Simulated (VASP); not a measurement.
Mg5Cd3O8:

```xyz
64
Lattice="8.7907 0.0000 0.0000 0.0000 8.7907 0.0000 0.0000 0.0000 8.7907" Properties=species:S:1:pos:R:3 pbc="T T T"
O     2.2188    0.0162    0.0221
O     2.1900    8.7901    4.4048
O     2.2298    4.4028    0.0000
O     2.1912    4.4090    4.3985
O     6.6042    0.0136    0.0026
O     6.6384    8.7778    4.3756
O     6.6107    4.3492    0.0028
O     6.5927    4.3856    4.4058
O     8.7899    2.1901    8.7783
O     0.0342    2.1971    4.3927
O     0.0163    6.6118    0.0001
O     8.7836    6.5891    4.4431
O     4.3867    2.1948    8.7655
O     4.4048    2.1927    4.3921
O     4.3824    6.5722    8.7706
O     4.3647    6.5814    4.4149
O     0.0279    0.0176    2.1923
O     8.7843    8.7429    6.5861
O     0.0203    4.3744    2.1864
O     0.0153    4.4007    6.6212
O     4.4122    8.7822    2.1660
O     4.3898    8.7852    6.6034
O     4.3621    4.3962    2.1973
O     4.4186    4.4055    6.6056
O     2.2186    2.1812    2.2071
O     2.2000    2.2587    6.5592
O     2.1816    6.5884    2.1943
O     2.2266    6.5681    6.5598
O     6.6118    2.1803    2.1749
O     6.6034    2.2115    6.5830
O     6.5856    6.5661    2.2069
O     6.6098    6.5700    6.5992
Mg    0.0204    8.7907    8.7757
Mg    0.0204    4.3979    8.7875
Mg    4.4185    0.0001    4.3964
Mg    4.3908    4.3602    4.4056
Mg    2.2060    2.2248    4.3997
Mg    2.2226    6.5659    8.7651
Mg    2.1806    6.5531    4.4335
Mg    6.5685    2.2024    4.3649
Mg    6.5835    6.5818    8.7852
Mg    2.2061    8.7429    2.2061
Mg    2.2046    4.3982    6.6073
Mg    6.5802    0.0415    2.2056
Mg    6.6087    8.7834    6.6115
Mg    6.5674    4.4326    6.6049
Mg    0.0187    2.2007    2.2130
Mg    8.7893    2.2178    6.5928
Mg    8.7704    6.5742    2.1903
Mg    4.3831    2.1876    6.5901
Mg    4.3881    6.5912    2.2011
Mg    4.4067    6.6027    6.6358
Cd    8.7654    0.0250    4.3627
Cd    8.7848    4.3973    4.3812
Cd    4.4111    0.0171    8.7620
Cd    4.3995    4.4152    0.0235
Cd    2.2044    2.2300    8.7844
Cd    6.5846    2.2247    8.7815
Cd    6.5768    6.6279    4.3856
Cd    2.1872    8.7734    6.5816
Cd    2.2085    4.3763    2.2059
Cd    6.5719    4.3898    2.2039
Cd    8.7606    6.5705    6.6061
Cd    4.3951    2.1944    2.2080
```

```yaml
Program: VASP 6.6.1
Task: relaxation of volume and atoms at fixed shape
Functional: PBEsol
Potentials_or_basis: VASP PAW PBE potentials, release 64 (O, Mg, Cd)
Cutoff: 600 eV
k_mesh: 1 × 1 × 1, shifted
Occupations: fermi-dirac, width 0.05 eV
Spin: no spin polarisation
```

At the start: pressure 8.3 GPa; volume 10.61 Å³/atom.

Q: How do energy, volume and symmetry change on relaxing?

A: Over 16 steps the energy falls by 100.1 meV/atom and the volume is 10.83 Å³/atom (+2.0 %); space group P1 (No. 1, to 0.1 Å) before and after.

Step by step:
```
step  energy change (eV)  largest force (eV/Å)  pressure (GPa)  volume (Å³)
   1              0.0000                3.3534            8.30       679.31
   2             -4.7092                0.7603           -7.28       734.83
   3             -4.7771                0.9740           -5.94       728.16
   4             -6.1799                0.5769           -0.70       696.98
   5             -6.2284                0.5435            0.66       690.28
   6             -6.3436                0.2079            0.24       692.09
   7             -6.3591                0.2166            0.05       693.03
   8             -6.3830                0.1345           -0.11       693.66
   9             -6.3908                0.1666           -0.26       694.29
  10             -6.3993                0.0687            0.18       692.28
  11             -6.3993                0.0688            0.19       692.24
  12             -6.4028                0.0470           -0.05       693.29
  13             -6.4029                0.0460           -0.10       693.52
  14             -6.4044                0.0326            0.01       693.02
  15             -6.4044                0.0540            0.04       692.88
  16             -6.4053                0.0219            0.01       692.98
```

Final structure:
```cif
data_structure
_symmetry_space_group_name_H-M 'P 1'
_symmetry_Int_Tables_number 1
_cell_length_a 8.8493
_cell_length_b 8.8493
_cell_length_c 8.8493
_cell_angle_alpha 90.000
_cell_angle_beta 90.000
_cell_angle_gamma 90.000
_cell_volume 692.98
loop_
_atom_site_label
_atom_site_type_symbol
_atom_site_fract_x
_atom_site_fract_y
_atom_site_fract_z
_atom_site_occupancy
O1 O 0.23558 0.98497 0.01269 1
O2 O 0.26438 0.99835 0.48969 1
O3 O 0.23623 0.51548 0.98442 1
O4 O 0.26378 0.50032 0.51243 1
O5 O 0.76194 0.98725 0.00001 1
O6 O 0.73812 0.01006 0.50168 1
O7 O 0.76346 0.51554 0.98445 1
O8 O 0.73653 0.48689 0.51493 1
O9 O 0.00070 0.24955 0.00266 1
O10 O 0.00244 0.24977 0.50154 1
O11 O 0.00230 0.75005 0.01121 1
O12 O 0.01863 0.74861 0.48175 1
O13 O 0.49935 0.25070 0.98204 1
O14 O 0.49743 0.25003 0.51062 1
O15 O 0.49596 0.74969 0.00328 1
O16 O 0.48904 0.75012 0.50083 1
O17 O 0.99809 0.99913 0.23826 1
O18 O 0.98519 0.01462 0.76518 1
O19 O 0.99992 0.49583 0.23273 1
O20 O 0.99650 0.48663 0.76176 1
O21 O 0.50412 0.98828 0.26278 1
O22 O 0.51317 0.00049 0.73697 1
O23 O 0.50137 0.51491 0.26712 1
O24 O 0.50270 0.49990 0.73900 1
O25 O 0.23710 0.23396 0.26600 1
O26 O 0.24949 0.26182 0.73557 1
O27 O 0.25187 0.76187 0.24963 1
O28 O 0.26309 0.73928 0.74814 1
O29 O 0.76362 0.23368 0.26559 1
O30 O 0.74910 0.24975 0.73797 1
O31 O 0.75182 0.76395 0.23852 1
O32 O 0.73717 0.75176 0.76074 1
Mg1 Mg 0.99783 0.99730 0.00327 1
Mg2 Mg 0.00016 0.50304 0.99675 1
Mg3 Mg 0.50066 0.99909 0.50049 1
Mg4 Mg 0.49849 0.50052 0.50635 1
Mg5 Mg 0.25304 0.24945 0.50220 1
Mg6 Mg 0.24805 0.74994 0.00283 1
Mg7 Mg 0.25717 0.74989 0.49730 1
Mg8 Mg 0.74753 0.24733 0.50371 1
Mg9 Mg 0.75349 0.75224 0.99981 1
Mg10 Mg 0.24727 0.99596 0.25265 1
Mg11 Mg 0.25321 0.50014 0.74765 1
Mg12 Mg 0.75270 0.99748 0.25046 1
Mg13 Mg 0.74782 0.00251 0.75016 1
Mg14 Mg 0.74769 0.49697 0.75003 1
Mg15 Mg 0.00033 0.24339 0.25003 1
Mg16 Mg 0.99748 0.25200 0.74921 1
Mg17 Mg 0.00346 0.75622 0.24316 1
Mg18 Mg 0.50302 0.25238 0.74085 1
Mg19 Mg 0.49747 0.75475 0.25297 1
Mg20 Mg 0.50028 0.74795 0.74623 1
Cd1 Cd 0.00061 0.00081 0.49927 1
Cd2 Cd 0.00145 0.49800 0.50064 1
Cd3 Cd 0.50108 0.99681 0.99979 1
Cd4 Cd 0.50015 0.50350 0.99700 1
Cd5 Cd 0.24690 0.25026 0.99881 1
Cd6 Cd 0.75357 0.24927 0.99841 1
Cd7 Cd 0.74726 0.75003 0.49947 1
Cd8 Cd 0.25138 0.00050 0.74978 1
Cd9 Cd 0.24908 0.50127 0.25082 1
Cd10 Cd 0.75172 0.50084 0.24971 1
Cd11 Cd 0.00050 0.74875 0.75298 1
Cd12 Cd 0.50041 0.24690 0.25554 1
```

Caveat: the PAW data sets were made with another functional, which shifts forces and pressure a little.
